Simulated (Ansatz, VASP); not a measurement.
W in VASP and in Ansatz

INCAR

```
ALGO     = Fast           # electronic algorithm
EDIFF    = 1E-6           # SCF threshold, eV
ENCUT    = 520            # plane-wave cutoff, eV
GGA      = CA             # functional
ISIF     = 2              # what is computed and relaxed
ISMEAR   = 0              # smearing method
LASPH    = T              # aspherical terms in the spheres
LCHARG   = F              # write CHGCAR
LREAL    = F              # projectors in reciprocal space
LWAVE    = F              # write WAVECAR
NBANDS   = 13             # bands
NELM     = 100            # most SCF steps
PREC     = Accurate       # precision mode
SIGMA    = 0.15           # smearing width, eV
```

KPOINTS

```
k-points
0
Gamma
  20 20 20
```

POSCAR

```
W
1.0
   -0.0744929544      1.9864787842      1.8374928754
    1.9119858298      0.0000000000      1.7629999210
    1.9864787842      1.9864787842     -0.0744929544
W
1
Direct
    0.0000000000      0.0000000000      0.0000000000
```

Input for Ansatz:

```yaml
crystal:
  lattice:
    - [-0.0744929544, 1.9864787842, 1.8374928754]
    - [1.9119858298, 0.0, 1.762999921]
    - [1.9864787842, 1.9864787842, -0.0744929544]
  atoms:
    - { symbol: W, position: [0.0, 0.0, 0.0] }
basis:
  ecutwfc: 420
kpoints:
  mp_grid: { grid: [20, 20, 20] }
hamiltonian:
  xc: lda
  pseudopotentials: { kind: paw, azcp: { folder: soft_1 } }
scf:
  occupations: { method: gaussian, width: 0.15 }
output:
  forces: true
  stress: true
  eigenvalues: true
```

Change from the starting cell: engineering shear strain xz -0.0750, normal strain along z -0.0750.

Alike in both runs: task single point; functional LDA; k mesh 20 × 20 × 20; occupations gaussian, width 0.15 eV; no spin polarisation.

|  | VASP | Ansatz |
| --- | --- | --- |
| version | VASP 6.6.1 | Ansatz 0.2.0 |
| potentials or method | VASP PAW LDA potentials, release 64 (W_sv), cutoff 520 eV | scalar-relativistic, plane waves, PAW |
| valence electrons in the cell | 14 | 14 |

|  | VASP | Ansatz | Ansatz less VASP |
| --- | --- | --- | --- |
| gap on the k mesh at the Fermi level (eV) | none | none | - |
| pressure (GPa) | 33.1 | 30.6 | -2.49 |
| traceless stress, the component that is largest in VASP (GPa) | -14.16 | -14.14 | +0.016 |

Ansatz warns that its potentials were made for another functional, while VASP's fit it. LDA's correlation is that of Perdew and Zunger in VASP and of Perdew and Wang (1992) in Ansatz. A gap of «none» marks a metal or a gap that the smearing closes. Both programs put the cell under a high pressure, so it lies far from rest at this level.

Spin-orbit coupling is off throughout.
